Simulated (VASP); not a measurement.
# GaP (F-43m) in VASP: single point with RPBE

Aim: the single point of GaP with RPBE.

Program: VASP 6.6.1. These are calculated values, not measurements. Logs are shortened: lines on timing, memory, paths and dates and some standing lists are left out, and cuts for length are marked.

## 1. The cell of the first run

The structure is cubic, space group F-43m (No. 216). Conventional cell: a = 5.451 Å, b = 5.451 Å, c = 5.451 Å, α = 90.00°, β = 90.00°, γ = 90.00°. Ga (site symmetry -43m) has 4 P at 2.36 Å within 3.1 Å. P (site symmetry -43m) has 4 Ga at 2.36 Å within 3.1 Å.

## 2. Single point, RPBE

Input file INCAR:

```
SYSTEM = GaP
PREC     = Accurate       ! precision mode
ENCUT    = 500            ! plane-wave cutoff, eV
EDIFF    = 1E-6           ! SCF threshold, eV
ISMEAR   = 0              ! smearing method
SIGMA    = 0.01           ! smearing width, eV
LREAL    = .FALSE.        ! projectors in reciprocal space
LASPH    = .TRUE.         ! aspherical terms in the spheres
NELM     = 120            ! most SCF steps
ALGO     = Normal         ! electronic algorithm
ISIF     = 2              ! what is computed and relaxed
LWAVE    = .FALSE.        ! write WAVECAR
LCHARG   = .TRUE.         ! write CHGCAR
GGA      = RP             ! functional
LELF     = .TRUE.         ! ELF
LVHAR    = .TRUE.       
NBANDS   = 16             ! bands
GGA_COMPAT= .FALSE.
```

Input file KPOINTS:

```
regular mesh
0
G
  4 4 4
  0 0 0
```

Input file POSCAR:

```
GaP
1.0
    3.8540860000      0.0000000000      0.0000000000
    1.9270430000      3.3377363844      0.0000000000
    1.9270430000      1.1125787948      3.1468480416
Ga P
1 1
Direct
    0.0000000000      0.0000000000      0.0000000000
    0.2500000000      0.2500000000      0.2500000000
```

Potentials or basis: VASP PAW PBE potentials, release 64 (Ga_d, P).

Command:

```sh
$ cat potpaw_PBE.64/Ga_d/POTCAR potpaw_PBE.64/P/POTCAR > POTCAR
$ mpirun -np 1 vasp_std > vasp.out
```

OUTCAR:

```text
SYSTEM = GaP
   PREC = Accurate
   ENCUT = 500
   EDIFF = 1E-6
   ISMEAR = 0
   LREAL = .FALSE.
   LASPH = .TRUE.
   NELM = 120
   ISIF = 2
   GGA = RP

 ion  position               nearest neighbor table
   1  0.000  0.000  0.000-   2 2.36   2 2.36   2 2.36   2 2.36
   2  0.250  0.250  0.250-   1 2.36   1 2.36   1 2.36   1 2.36

  LATTYP: Found a face centered cubic cell.
 ALAT       =     5.4505006918

  Lattice vectors:

 A1 = (   3.8540860000,   0.0000000000,   0.0000000000)
 A2 = (   1.9270430000,   3.3377363844,   0.0000000000)
 A3 = (   1.9270430000,   1.1125787948,   3.1468480416)

Analysis of symmetry for initial positions (statically):
=====================================================================
 Subroutine PRICEL returns:
 Original cell was already a primitive cell.

 Routine SETGRP: Setting up the symmetry group for a
 face centered cubic supercell.

 Subroutine GETGRP returns: Found 24 space group operations
 (whereof 24 operations were pure point group operations)
 out of a pool of 48 trial point group operations.

The static configuration has the point symmetry T_d .

Analysis of symmetry for dynamics (positions and initial velocities):
=====================================================================
 Subroutine PRICEL returns:
 Original cell was already a primitive cell.

 Routine SETGRP: Setting up the symmetry group for a
 face centered cubic supercell.

 Subroutine GETGRP returns: Found 24 space group operations
 (whereof 24 operations were pure point group operations)
 out of a pool of 48 trial point group operations.

The dynamic configuration has the point symmetry T_d .

 Subroutine INISYM returns: Found 24 space group operations
 (whereof 24 operations are pure point group operations),
 and found     1 'primitive' translations

----------------------------------------------------------------------------------------

                                     Primitive cell

  volume of cell :      40.4808

  direct lattice vectors                    reciprocal lattice vectors
     3.854086000  0.000000000  0.000000000     0.259464890 -0.149802124 -0.105926098
     1.927043000  3.337736384  0.000000000     0.000000000  0.299604248 -0.105926098
     1.927043000  1.112578795  3.146848042     0.000000000  0.000000000  0.317778293

  length of vectors
     3.854086000  3.854086000  3.854086000     0.317778293  0.317778293  0.317778293

  position of ions in fractional coordinates (direct lattice)
     0.000000000  0.000000000  0.000000000
     0.250000000  0.250000000  0.250000000

  ion indices of the primitive-cell ions
   primitive index   ion index
                 1           1
                 2           2

----------------------------------------------------------------------------------------

 KPOINTS: regular mesh

Automatic generation of k-mesh.
 Grid dimensions read from file:
 generate k-points for:    4    4    4

 Generating k-lattice:

  Cartesian coordinates                     Fractional coordinates (reciprocal lattice)
     0.064866222 -0.037450531 -0.026481524     0.250000000  0.000000000  0.000000000
     0.000000000  0.074901062 -0.026481524     0.000000000  0.250000000  0.000000000
     0.000000000  0.000000000  0.079444573     0.000000000  0.000000000  0.250000000

  Length of vectors
     0.079444573  0.079444573  0.079444573

  Shift w.r.t. Gamma in fractional coordinates (k-lattice)
     0.000000000  0.000000000  0.000000000

 Subroutine IBZKPT returns following result:
 ===========================================

 Found      8 irreducible k-points:

 Following reciprocal coordinates:
            Coordinates               Weight
  0.000000  0.000000  0.000000      1.000000
  0.250000  0.000000  0.000000      8.000000
  0.500000  0.000000  0.000000      4.000000
  0.250000  0.250000  0.000000      6.000000
  0.500000  0.250000 -0.000000     24.000000
 -0.250000  0.250000  0.000000     12.000000
  0.500000  0.500000  0.000000      3.000000
 -0.250000  0.500000  0.250000      6.000000
   k-points           NKPTS =      8   k-points in BZ     NKDIM =      8   number of bands    NBANDS=     16
   number of dos      NEDOS =    301   number of ions     NIONS =      2
   total plane-waves  NPLWV =  21952
   dimension x,y,z NGX =    28 NGY =   28 NGZ =   28
   dimension x,y,z NGXF=    56 NGYF=   56 NGZF=   56
   ions per type =               1   1
   NGX,Y,Z   is equivalent  to a cutoff of  12.08, 12.08, 12.08 a.u.
   NGXF,Y,Z  is equivalent  to a cutoff of  24.16, 24.16, 24.16 a.u.
 SYSTEM =  GaP
   PREC   = accura    normal or accurate (medium, high low for compatibility)
   ISTART =      0    job   : 0-new  1-cont  2-samecut
   ICHARG =      2    charge: 1-file 2-atom 10-const
   ISPIN  =      1    spin polarized calculation?
   LNONCOLLINEAR =      F non collinear calculations
   LSORBIT =      F    spin-orbit coupling
   LASPH  =      T    aspherical Exc in radial PAW
   ENCUT  =  500.0 eV  36.75 Ry    6.06 a.u.   7.03  7.03  7.03*2*pi/ulx,y,z
   NELM   =    120;   NELMIN=  2; NELMDL= -5     # of ELM steps
   EDIFF  = 0.1E-05   stopping-criterion for ELM
   LREAL  =      F    real-space projection
   EDIFFG = 0.1E-04   stopping-criterion for IOM
   NSW    =      0    number of steps for IOM
   IBRION =     -1    ionic relax: 0-MD 1-quasi-New 2-CG
   NFREE  =      0    steps in history (QN), initial steepest desc. (CG)
   ISIF   =      2    stress and relaxation
   ISYM   =      2    0-nonsym 1-usesym 2-fastsym
   POTIM  = 0.5000    time-step for ionic-motion
   TEBEG  =    0.0;   TEEND  =   0.0 temperature during run
   PSTRESS=    0.0 pullay stress
   NELECT =      18.0000    total number of electrons
   NUPDOWN=      -1.0000    fix difference up-down
   EMIN   =  10.00;   EMAX   =-10.00  energy-range for DOS
   EFERMI =   0.00;   METHOD = LEGACY
   ISMEAR =     0;   SIGMA  =   0.01  broadening in eV -4-tet -1-fermi 0-gaus
   EFERMI_NEDOS =   21; number of points for ismear=-14 and -15
   IALGO  =     38    algorithm
   IMIX   =      4    mixing-type and parameters
     AMIX     =   0.40;   BMIX     =  1.00
     AMIX_MAG =   1.60;   BMIX_MAG =  1.00
  volume/ion in A,a.u.               =      20.24       136.59
  Fermi-wavevector in a.u.,A,eV,Ry     =   1.249537  2.361283 21.243371  1.561344
  Thomas-Fermi vector in A             =   2.383573
   LORBIT       =      0    0 simple, 1 ext, 2 COOP (PROOUT), +10 PAW based schemes
   GGA     = RP    functional components
   LHFCALC =     F    Hartree Fock is set to
   AEXX    =    0.0000 exact exchange contribution
   IVDW    =     0    specifies the selected vdW correction
   LEPSILON=     F    determine dielectric tensor
   LRPA    =     F    only Hartree local field effects (RPA)
 non-spin polarized calculation
 Gauss-broadening in eV      SIGMA  =   0.01
  energy-cutoff  :      500.00
  volume of cell :       40.48
 maximum number of plane-waves:      1056
   NGX = 13   NGY = 13   NGZ = 13

 number of electron      18.0000016 magnetization

 Free energy of the ion-electron system (eV)
  ---------------------------------------------------
  ext. energy  EPLUGINS =         0.00000000
  ---------------------------------------------------
  free energy    TOTEN  =        -8.29567420 eV

  energy without entropy =       -8.29567420  energy(sigma->0) =       -8.29567420

 E-fermi :   4.8458     XC(G=0):  -9.6340

 val. band max:        4.7894729233   @ k =   0.0000   0.0000   0.0000
 cond. band min:       6.5278263753   @ k =   0.5000   0.5000   0.0000
 fundamental gap:      1.7383534521
 Fermi energy:         4.8458438930

 k-point     1 :       0.0000    0.0000    0.0000
  band No.  band energies     occupation
      1      -9.7948      2.00000
      2      -9.7948      2.00000
      3      -9.7948      2.00000
      4      -9.6965      2.00000
      5      -9.6965      2.00000
      6      -7.6786      2.00000
      7       4.7895      2.00000
      8       4.7895      2.00000
      9       4.7895      2.00000
     10       6.7431      0.00000
     11       8.6791      0.00000
     12       8.6791      0.00000
     13       8.6791      0.00000
     14      13.8282      0.00000
     15      14.5124      0.00000
     16      14.5124      0.00000

 k-point     2 :       0.2500    0.0000    0.0000
  band No.  band energies     occupation
      1      -9.8374      2.00000
      2      -9.7802      2.00000
      3      -9.7802      2.00000
      4      -9.6952      2.00000
      5      -9.6952      2.00000
      6      -6.9047      2.00000
      7       0.9405      2.00000
      8       4.1268      2.00000
      9       4.1268      2.00000
     10       7.0225      0.00000
     11       9.5373      0.00000
     12       9.5373      0.00000
     13      11.2465      0.00000
     14      13.7560      0.00000
     15      13.7560      0.00000
     16      14.8978      0.00000

 k-point     3 :       0.5000    0.0000    0.0000
  band No.  band energies     occupation
      1      -9.8743      2.00000
      2      -9.7703      2.00000
      3      -9.7703      2.00000
      4      -9.6890      2.00000
      5      -9.6890      2.00000
      6      -5.6193      2.00000
      7      -1.8110      2.00000
      8       3.6711      2.00000
      9       3.6711      2.00000
     10       6.5437      0.00000
     11       9.5156      0.00000
     12       9.5156      0.00000
     13      13.2471      0.00000
     14      15.8613      0.00000
     15      16.4382      0.00000
     16      16.4382      0.00000

 k-point     4 :       0.2500    0.2500    0.0000
  band No.  band energies     occupation
      1      -9.8607      2.00000
      2      -9.7632      2.00000
      3      -9.7632      2.00000
      4      -9.7124      2.00000
      5      -9.6857      2.00000
      6      -6.6434      2.00000
      7       1.1444      2.00000
      8       3.1093      2.00000
      9       3.1093      2.00000
     10       7.0250      0.00000
     11       8.5894      0.00000
     12      11.5539      0.00000
     13      11.5539      0.00000
     14      12.6844      0.00000
     15      15.4610      0.00000
     16      17.6639      0.00000

 k-point     5 :       0.5000    0.2500   -0.0000
  band No.  band energies     occupation
      1      -9.8860      2.00000
      2      -9.7562      2.00000
      3      -9.7485      2.00000
      4      -9.7108      2.00000
      5      -9.6838      2.00000
      6      -5.2964      2.00000
      7      -1.3131      2.00000
      8       1.5768      2.00000
      9       2.7603      2.00000
     10       7.3147      0.00000
     11       9.7698      0.00000
     12      11.4554      0.00000
     13      11.8671      0.00000
     14      15.7585      0.00000
     15      16.5341      0.00000
     16      18.0438      0.00000

 k-point     6 :      -0.2500    0.2500    0.0000
  band No.  band energies     occupation
      1      -9.8693      2.00000
      2      -9.7659      2.00000
      3      -9.7614      2.00000
      4      -9.6977      2.00000
      5      -9.6945      2.00000
      6      -5.8040      2.00000
      7      -0.5926      2.00000
      8       1.4177      2.00000
      9       3.5877      2.00000
     10       8.0068      0.00000
     11      10.5498      0.00000
     12      10.6418      0.00000
     13      11.1855      0.00000
     14      13.1113      0.00000
     15      15.9478      0.00000
     16      18.1648      0.00000

 k-point     7 :       0.5000    0.5000    0.0000
  band No.  band energies     occupation
      1      -9.9104      2.00000
      2      -9.7316      2.00000
      3      -9.7300      2.00000
      4      -9.7300      2.00000
      5      -9.6749      2.00000
      6      -4.7190      2.00000
      7      -1.9394      2.00000
      8       2.1106      2.00000
      9       2.1106      2.00000
     10       6.5278      0.00000
     11       6.6762      0.00000
     12      15.4169      0.00000
     13      15.4169      0.00000
     14      16.1507      0.00000
     15      17.1115      0.00000
     16      17.8009      0.00000

 k-point     8 :      -0.2500    0.5000    0.2500
  band No.  band energies     occupation
      1      -9.8912      2.00000
      2      -9.7565      2.00000
      3      -9.7355      2.00000
      4      -9.7113      2.00000
      5      -9.6877      2.00000
      6      -4.6283      2.00000
      7      -1.7353      2.00000
      8       1.2353      2.00000
      9       1.3904      2.00000
     10       9.5652      0.00000
     11       9.6817      0.00000
     12      10.9425      0.00000
     13      11.0160      0.00000
     14      16.4931      0.00000
     15      16.6592      0.00000
     16      18.5079      0.00000

------------------------ aborting loop because EDIFF is reached ----------------------------------------

  FORCE on cell =-STRESS in cart. coord.  units (eV):
  Direction    XX          YY          ZZ          XY          YZ          ZX
  --------------------------------------------------------------------------------------
  -------------------------------------------------------------------------------------
  Total        1.2334874      1.2334874      1.2334874     -0.0000000     -0.0000000     -0.0000000
  in kB       48.8198096     48.8198096     48.8198096     -0.0000000     -0.0000000     -0.0000000
  external PRESSURE =      48.8198096 kB  Pullay stress =       0.0000000 kB

 VOLUME and BASIS-vectors are now :
 -----------------------------------------------------------------------------
  energy-cutoff  :      500.00
  volume of cell :       40.48
      direct lattice vectors                 reciprocal lattice vectors
     3.854086000  0.000000000  0.000000000     0.259464890 -0.149802124 -0.105926098
     1.927043000  3.337736384  0.000000000     0.000000000  0.299604248 -0.105926098
     1.927043000  1.112578795  3.146848042     0.000000000  0.000000000  0.317778293

 POSITION                                       TOTAL-FORCE (eV/Angst)
 -----------------------------------------------------------------------------------
      0.00000      0.00000      0.00000        -0.000000     -0.000000      0.000000
      1.92704      1.11258      0.78671         0.000000      0.000000      0.000000
 -----------------------------------------------------------------------------------
    total drift:                                0.000001      0.000000      0.000000

  FREE ENERGIE OF THE ION-ELECTRON SYSTEM (eV)
  ---------------------------------------------------
  free  energy   TOTEN  =        -8.2956741961 eV

  energy  without entropy=       -8.2956741961  energy(sigma->0) =       -8.29567420
```

Wall time 15 s (1 thread of Intel Xeon 8259CL, shared host); peak memory 0.15 GiB.

Results:

| Quantity | Value |
| --- | --- |
| Free energy | -8.2957 eV |
| Pressure | 4.9 GPa |
| Band gap on the k mesh | 1.74 eV, indirect (least direct gap 1.95 eV) |

Levels at points of the mesh, in eV from the valence-band top:
```csv
k point,band 6,band 7,band 8,band 9,band 10,band 11,band 12,band 13
"(0.00, 0.00, 0.00)",-12.47,0.00,0.00,0.00,1.95,3.89,3.89,3.89
"(0.50, 0.00, 0.00)",-10.41,-6.60,-1.12,-1.12,1.75,4.73,4.73,8.46
"(0.50, 0.50, 0.00)",-9.51,-6.73,-2.68,-2.68,1.74,1.89,10.63,10.63
```

Caveat: the k points lie up to 0.50 Å⁻¹ apart; the PAW data sets were made with another functional, which shifts forces and pressure a little. A k mesh can miss the band edges.
